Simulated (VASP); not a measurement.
# ZnS (I-4m2) in VASP: further runs

The runs below take ZnS through single point, with r2SCAN.

All numbers are computed with VASP 6.6.1; they aren't measurements. Logs are shortened: lines on timing, memory, paths and dates and some standing lists are left out, and cuts for length are marked.

**1. The cell of the first run**

It takes space group I-4m2 (No. 119, tetragonal). Conventional cell: a = 3.811 Å, b = 3.811 Å, c = 4.985 Å, α = 90.00°, β = 90.00°, γ = 90.00°. Zn (site symmetry -4m2) has 4 S at 2.28 Å within 3.0 Å. Within 3.0 Å of S (site symmetry -4m2) lie 4 Zn at 2.28 Å.

**2. Single point, r2SCAN (strain -0.0750 x Voigt [0, 0, 1, 0, 0, 0])**

POSCAR reads:

```
ZnS
1.0
    0.0000000000      2.6945131942      2.4924247046
    2.6945131942      0.0000000000      2.4924247046
    2.6945131942      2.6945131942      0.0000000000
Zn S
1 1
Direct
    0.0000000000      0.0000000000      0.0000000000
    0.7500000000      0.7500000000      0.7500000000
```

INCAR.step1 reads:

```
ALGO = Normal
EDIFF = 1E-4
ENCUT = 520
GGA = PE
ISMEAR = 0
LASPH = True
LCHARG = False
LREAL = False
LWAVE = True
NBANDS = 16
NELM = 60
PREC = Accurate
SIGMA = 0.05
```

INCAR.step2 reads:

```
ALGO = Normal
EDIFF = 1E-6
ENCUT = 520
ISIF = 2
ISMEAR = 0
ISTART = 1
LASPH = True
LCHARG = True
LELF = True
LMIXTAU = True
LREAL = False
LVHAR = True
LWAVE = False
METAGGA = R2SCAN
NBANDS = 16
NELM = 60
PREC = Accurate
SIGMA = 0.05
```

KPOINTS reads:

```
k-points
0
Gamma
  8 8 8
```

Potentials or basis: VASP PAW PBE potentials, release 64 (Zn, S).

On the command line:

```
$ cat potpaw_PBE.64/Zn/POTCAR potpaw_PBE.64/S/POTCAR > POTCAR
$ cp INCAR.step1 INCAR
$ mpirun -np 1 vasp_std > vasp.out
$ cp INCAR.step2 INCAR
$ mpirun -np 1 vasp_std > vasp.out
```

OUTCAR:

```text
EDIFF = 1E-6
   ENCUT = 520
   ISIF = 2
   ISMEAR = 0
   ISTART = 1
   LASPH = True
   LREAL = False
   METAGGA = R2SCAN
   NELM = 60
   PREC = Accurate

 ion  position               nearest neighbor table
   1  0.000  0.000  0.000-   2 2.28   2 2.28   2 2.28   2 2.28
   2  0.750  0.750  0.750-   1 2.28   1 2.28   1 2.28   1 2.28

  LATTYP: Found a body centered tetragonal cell.
 ALAT       =     3.8106171032
 C/A-ratio  =     1.3081475452

  Lattice vectors:

 A1 = (   0.0000000000,  -2.6945131942,  -2.4924247046)
 A2 = (   0.0000000000,   2.6945131942,  -2.4924247046)
 A3 = (   2.6945131942,   0.0000000000,   2.4924247046)

Analysis of symmetry for initial positions (statically):
=====================================================================
 Subroutine PRICEL returns:
 Original cell was already a primitive cell.

 Routine SETGRP: Setting up the symmetry group for a
 body centered tetragonal supercell.

 Subroutine GETGRP returns: Found  8 space group operations
 (whereof  8 operations were pure point group operations)
 out of a pool of 16 trial point group operations.

The static configuration has the point symmetry D_2d.

Analysis of symmetry for dynamics (positions and initial velocities):
=====================================================================
 Subroutine PRICEL returns:
 Original cell was already a primitive cell.

 Routine SETGRP: Setting up the symmetry group for a
 body centered tetragonal supercell.

 Subroutine GETGRP returns: Found  8 space group operations
 (whereof  8 operations were pure point group operations)
 out of a pool of 16 trial point group operations.

The dynamic configuration has the point symmetry D_2d.

 Subroutine INISYM returns: Found  8 space group operations
 (whereof  8 operations are pure point group operations),
 and found     1 'primitive' translations

----------------------------------------------------------------------------------------

                                     Primitive cell

  volume of cell :      36.1920

  direct lattice vectors                    reciprocal lattice vectors
[... 76 lines left out ...]
   NGXF,Y,Z  is equivalent  to a cutoff of  25.36, 25.36, 24.43 a.u.
 SYSTEM =  unknown system
   PREC   = accura    normal or accurate (medium, high low for compatibility)
   ISTART =      1    job   : 0-new  1-cont  2-samecut
   ICHARG =      0    charge: 1-file 2-atom 10-const
   ISPIN  =      1    spin polarized calculation?
   LNONCOLLINEAR =      F non collinear calculations
   LSORBIT =      F    spin-orbit coupling
   LASPH  =      T    aspherical Exc in radial PAW
   ENCUT  =  520.0 eV  38.22 Ry    6.18 a.u.   6.82  6.82  7.09*2*pi/ulx,y,z
   NELM   =     60;   NELMIN=  2; NELMDL=  0     # of ELM steps
   EDIFF  = 0.1E-05   stopping-criterion for ELM
   LREAL  =      F    real-space projection
   EDIFFG = 0.1E-04   stopping-criterion for IOM
   NSW    =      0    number of steps for IOM
   IBRION =     -1    ionic relax: 0-MD 1-quasi-New 2-CG
   NFREE  =      0    steps in history (QN), initial steepest desc. (CG)
   ISIF   =      2    stress and relaxation
   ISYM   =      2    0-nonsym 1-usesym 2-fastsym
   POTIM  = 0.5000    time-step for ionic-motion
   TEBEG  =    0.0;   TEEND  =   0.0 temperature during run
   PSTRESS=    0.0 pullay stress
   NELECT =      18.0000    total number of electrons
   NUPDOWN=      -1.0000    fix difference up-down
   EMIN   =  10.00;   EMAX   =-10.00  energy-range for DOS
   EFERMI =   0.00;   METHOD = LEGACY
   ISMEAR =     0;   SIGMA  =   0.05  broadening in eV -4-tet -1-fermi 0-gaus
   EFERMI_NEDOS =   21; number of points for ismear=-14 and -15
   IALGO  =     38    algorithm
   IMIX   =      4    mixing-type and parameters
     AMIX     =   0.40;   BMIX     =  1.00
     AMIX_MAG =   1.60;   BMIX_MAG =  1.00
  volume/ion in A,a.u.               =      18.10       122.12
  Fermi-wavevector in a.u.,A,eV,Ry     =   1.297064  2.451096 22.890106  1.682375
  Thomas-Fermi vector in A             =   2.428480
   LORBIT       =      0    0 simple, 1 ext, 2 COOP (PROOUT), +10 PAW based schemes
   METAGGA = R2SCAN    functional components
   LHFCALC =     F    Hartree Fock is set to
   AEXX    =    0.0000 exact exchange contribution
   IVDW    =     0    specifies the selected vdW correction
   LEPSILON=     F    determine dielectric tensor
   LRPA    =     F    only Hartree local field effects (RPA)
 non-spin polarized calculation
 Gauss-broadening in eV      SIGMA  =   0.05
  energy-cutoff  :      520.00
  volume of cell :       36.19
 maximum number of plane-waves:       988
   NGX = 13   NGY = 13   NGZ = 15

 number of electron      17.9999990 magnetization

 Free energy of the ion-electron system (eV)
  ---------------------------------------------------
  ext. energy  EPLUGINS =         0.00000000
  ---------------------------------------------------
  free energy    TOTEN  =       -18.78811725 eV

  energy without entropy =      -18.78811725  energy(sigma->0) =      -18.78811725

 E-fermi :   3.1288     XC(G=0): -10.7328

 val. band max:        2.8437258721   @ k =   0.0000   0.0000   0.0000
 cond. band min:       5.7548119848   @ k =   0.0000   0.0000   0.0000
 fundamental gap:      2.9110861128
 Fermi energy:         3.1287929342

 k-point     1 :       0.0000    0.0000    0.0000
  band No.  band energies     occupation
      1     -11.6403      2.00000
      2      -4.2083      2.00000
      3      -4.2083      2.00000
      4      -4.1639      2.00000
      5      -3.5585      2.00000
      6      -3.5274      2.00000
[... 433 lines left out ...]
      3      -4.0456      2.00000
      4      -3.9585      2.00000
      5      -3.5560      2.00000
      6      -3.4985      2.00000
[... 8 lines left out ...]
     15      15.8964      0.00000
     16      17.0224      0.00000

 [... further k-points ...]
[... 5 lines left out ...]
  --------------------------------------------------------------------------------------
  -------------------------------------------------------------------------------------
  Total        1.3993492      1.3993492      1.9724676      0.0000000      0.0000000      0.0000000
  in kB       61.9475319     61.9475319     87.3188068      0.0000000      0.0000000      0.0000000
  external PRESSURE =      70.4046235 kB  Pullay stress =       0.0000000 kB

 VOLUME and BASIS-vectors are now :
 -----------------------------------------------------------------------------
  energy-cutoff  :      520.00
  volume of cell :       36.19
      direct lattice vectors                 reciprocal lattice vectors
     0.000000000  2.694513194  2.492424705    -0.185562276  0.185562276  0.200607866
     2.694513194  0.000000000  2.492424705     0.185562276 -0.185562276  0.200607866
     2.694513194  2.694513194  0.000000000     0.185562276  0.185562276 -0.200607866

 POSITION                                       TOTAL-FORCE (eV/Angst)
 -----------------------------------------------------------------------------------
      0.00000      0.00000      0.00000         0.000000      0.000000      0.000000
      4.04177      4.04177      3.73864        -0.000000     -0.000000      0.000000
 -----------------------------------------------------------------------------------
    total drift:                               -0.000015     -0.000015     -0.000057

  FREE ENERGIE OF THE ION-ELECTRON SYSTEM (eV)
  ---------------------------------------------------
  free  energy   TOTEN  =       -18.7881172512 eV

  energy  without entropy=      -18.7881172512  energy(sigma->0) =      -18.78811725
```

OUTCAR.step1:

```text
EDIFF = 1E-4
   ENCUT = 520
   GGA = PE
   ISMEAR = 0
   LASPH = True
[... 677 lines left out ...]
 -----------------------------------------------------------------------------------
      0.00000      0.00000      0.00000        -0.000000     -0.000000      0.000000
      4.04177      4.04177      3.73864         0.000000      0.000000     -0.000000
 -----------------------------------------------------------------------------------
    total drift:                               -0.000004     -0.000004      0.000002

  FREE ENERGIE OF THE ION-ELECTRON SYSTEM (eV)
  ---------------------------------------------------
  free  energy   TOTEN  =        -6.7207343173 eV

  energy  without entropy=       -6.7207343173  energy(sigma->0) =       -6.72073432
```

OSZICAR.step1:

```text
N       E                     dE             d eps       ncg     rms          rms(c)
DAV:   1     0.906384109877E+02    0.90638E+02   -0.89454E+03  1888   0.139E+03
DAV:   2    -0.136910217534E+01   -0.92008E+02   -0.85859E+02  2184   0.267E+02
DAV:   3    -0.710190687476E+01   -0.57328E+01   -0.57082E+01  2296   0.646E+01
DAV:   4    -0.716081923667E+01   -0.58912E-01   -0.58900E-01  2360   0.678E+00
DAV:   5    -0.716145005923E+01   -0.63082E-03   -0.63080E-03  2400   0.681E-01    0.809E+00
DAV:   6    -0.674568535635E+01    0.41576E+00   -0.75450E-01  2800   0.317E+01    0.621E+00
DAV:   7    -0.672139944360E+01    0.24286E-01   -0.28615E-01  2232   0.509E+00    0.307E+00
DAV:   8    -0.672051423571E+01    0.88521E-03   -0.63379E-03  2624   0.127E+00    0.824E-01
DAV:   9    -0.672059372484E+01   -0.79489E-04   -0.15536E-03  2328   0.307E-01    0.870E-02
DAV:  10    -0.672069546084E+01   -0.10174E-03   -0.14450E-04  2304   0.963E-02    0.539E-02
DAV:  11    -0.672073431735E+01   -0.38857E-04   -0.52317E-05  1608   0.621E-02
   1 F= -.67207343E+01 E0= -.67207343E+01  d E =-.136018E-10
```

Wall time 54 s (1 thread of Intel Xeon 6975P-C (Granite Rapids), shared host); peak memory 0.17 GiB.

What came out:

```
Free energy            : -18.7881 eV
Pressure               : 7.0 GPa
Band gap on the k mesh : 2.91 eV, direct
```

Levels at points of the mesh, in eV from the valence-band top:
```tsv
k point	band 5	band 6	band 7	band 8	band 9	band 10	band 11	band 12	band 13	band 14
(0.00, 0.00, 0.00)	-6.40	-6.37	-0.25	-0.25	0.00	2.91	6.70	6.70	6.72	11.55
(0.50, 0.00, 0.00)	-6.33	-6.21	-6.06	-1.40	-0.96	3.72	6.81	7.69	9.64	13.05
(0.50, 0.50, 0.00)	-6.28	-6.04	-4.79	-3.06	-3.06	3.08	3.74	12.94	13.14	13.14
(0.50, 0.00, 0.50)	-6.30	-6.19	-5.27	-2.71	-2.50	3.55	4.58	11.91	12.79	13.16
```

Caveat: the cell differs from its parent crystal (strain -0.0750 x Voigt [0, 0, 1, 0, 0, 0]); the PAW data sets were made with another functional, which shifts forces and pressure a little. A k mesh can miss the band edges.

**3. Single point, r2SCAN (strain -0.0375 x Voigt [0, 0, 1, 0, 0, 0])**

POSCAR reads:

```
ZnS
1.0
    0.0000000000      2.6945131942      2.5934689494
    2.6945131942      0.0000000000      2.5934689494
    2.6945131942      2.6945131942      0.0000000000
Zn S
1 1
Direct
    0.0000000000      0.0000000000      0.0000000000
    0.7500000000      0.7500000000      0.7500000000
```

INCAR.step1 reads:

```
SYSTEM = ZnS
ALGO = Normal
EDIFF = 1E-4
ENCUT = 520
GGA = PE
ISMEAR = 0
LASPH = .True.
LCHARG = .False.
LREAL = .False.
LWAVE = .True.
NBANDS = 16
NELM = 80
PREC = Accurate
SIGMA = 0.05
```

INCAR.step2 reads:

```
SYSTEM = ZnS
ALGO = Normal
EDIFF = 1E-7
ENCUT = 520
ISIF = 2
ISMEAR = 0
ISTART = 1
LASPH = .True.
LCHARG = .True.
LELF = .True.
LMIXTAU = .True.
LREAL = .False.
LVHAR = .True.
LWAVE = .False.
METAGGA = R2SCAN
NBANDS = 16
NELM = 80
PREC = Accurate
SIGMA = 0.05
```

KPOINTS reads:

```
k-points
0
Gamma
  8 8 8
  0 0 0
```

Potentials or basis: VASP PAW PBE potentials, release 64 (Zn, S).

On the command line:

```
$ cat potpaw_PBE.64/Zn/POTCAR potpaw_PBE.64/S/POTCAR > POTCAR
$ cp INCAR.step1 INCAR
$ mpirun -np 1 vasp_std > vasp.out
$ cp INCAR.step2 INCAR
$ mpirun -np 1 vasp_std > vasp.out
```

Wall time 66 s (1 thread of Intel Xeon 6975P-C (Granite Rapids), shared host); peak memory 0.18 GiB.

It converged, with:

| Property | Result |
| --- | --- |
| Free energy | -18.8472 eV |
| Pressure | 3.3 GPa |
| Band gap on the k mesh | 2.80 eV, direct |

Stress tensor (GPa, compression positive):
```
2.77 0.00 0.00
0.00 2.77 0.00
0.00 0.00 4.29
```

Levels at points of the mesh, in eV from the valence-band top:
| k point | band 6 | band 7 | band 8 | band 9 | band 10 | band 11 | band 12 | band 13 |
| --- | --- | --- | --- | --- | --- | --- | --- | --- |
| (0.00, 0.00, 0.00) | -6.17 | -0.13 | -0.13 | 0.00 | 2.80 | 6.79 | 6.79 | 6.79 |
| (0.50, 0.00, 0.00) | -5.97 | -5.79 | -1.15 | -0.93 | 3.80 | 7.10 | 7.49 | 9.52 |
| (0.50, 0.50, 0.00) | -5.90 | -4.73 | -2.68 | -2.68 | 3.40 | 4.12 | 12.36 | 13.01 |
| (0.50, 0.00, 0.50) | -5.97 | -4.96 | -2.52 | -2.42 | 3.61 | 4.52 | 11.88 | 12.88 |

Caveat: the cell differs from its parent crystal (strain -0.0375 x Voigt [0, 0, 1, 0, 0, 0]); the PAW data sets were made with another functional, which shifts forces and pressure a little.

(Continued in part 2 of 2.)
